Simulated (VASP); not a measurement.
Write the native input for VASP 6.6.1 that does the following.

| Quantity | Value |
| --- | --- |
| Task | single point |
| Functional | r2SCAN |
| Potentials or basis | VASP PAW PBE potentials, release 64 (C) |
| Cutoff | 520 eV |
| k mesh | 18 × 18 × 18 |
| Occupations | gaussian, width 0.02 eV |
| Spin | no spin polarisation |
| Dipole correction | no |
| Further INCAR settings | ALGO = Normal; EDIFF = 1e-07; NBANDS = 11 |

Crystal: C.

```xyz
2
Lattice="2.0873 -1.2051 -0.0117 2.0873 1.2051 -0.0117 -1.3764 0.0000 2.7187" Properties=species:S:1:pos:R:3 pbc="T T T"
C     3.4789    0.0000   -0.0144
C    -0.6807    0.0000    2.7097
```

The input as run:

POSCAR

```
C
1.0
    2.0873117891     -1.2051283378     -0.0116544025
    2.0873117891      1.2051283378     -0.0116544025
   -1.3764212239      0.0000000000      2.7186956725
C
2
Direct
    0.8339560483      0.8339560483      0.0018681588
    0.1660439517      0.1660439517      0.9981318412
```

INCAR.step1

```
  PREC = Accurate
  ENCUT = 520
  ISMEAR = 0
  SIGMA = 0.02
  LREAL = F
  LASPH = T
  NELM = 80
  NBANDS = 11
  GGA = PE
  ALGO = Normal
  EDIFF = 1E-4
  LWAVE = T
  LCHARG = F
```

INCAR.step2

```
  PREC = Accurate
  ENCUT = 520
  EDIFF = 1E-7
  ISMEAR = 0
  SIGMA = 0.02
  LREAL = F
  LASPH = T
  NELM = 80
  ALGO = Normal
  ISIF = 2
  LWAVE = F
  LCHARG = F
  METAGGA = R2SCAN
  LMIXTAU = T
  NBANDS = 11
  ISTART = 1
```

KPOINTS

```
regular mesh
0
Gamma
  18 18 18
```

Potentials or basis: VASP PAW PBE potentials, release 64 (C).

The run is started by

```console
$ cat potpaw_PBE.64/C/POTCAR > POTCAR
$ cp INCAR.step1 INCAR
$ mpirun -np 1 vasp_std > vasp.out
$ cp INCAR.step2 INCAR
$ mpirun -np 1 vasp_std > vasp.out
```

It gave:

```yaml
Pressure: 30.9 GPa
```

Caveat: the cell stands under pressure; the PAW data sets were made with another functional, which shifts forces and pressure a little.

Run time: 2.2 min on 1 thread of Intel(R) Xeon(R) 6975P-C (Granite Rapids), with other jobs on the host, peak memory 0.18 GiB.
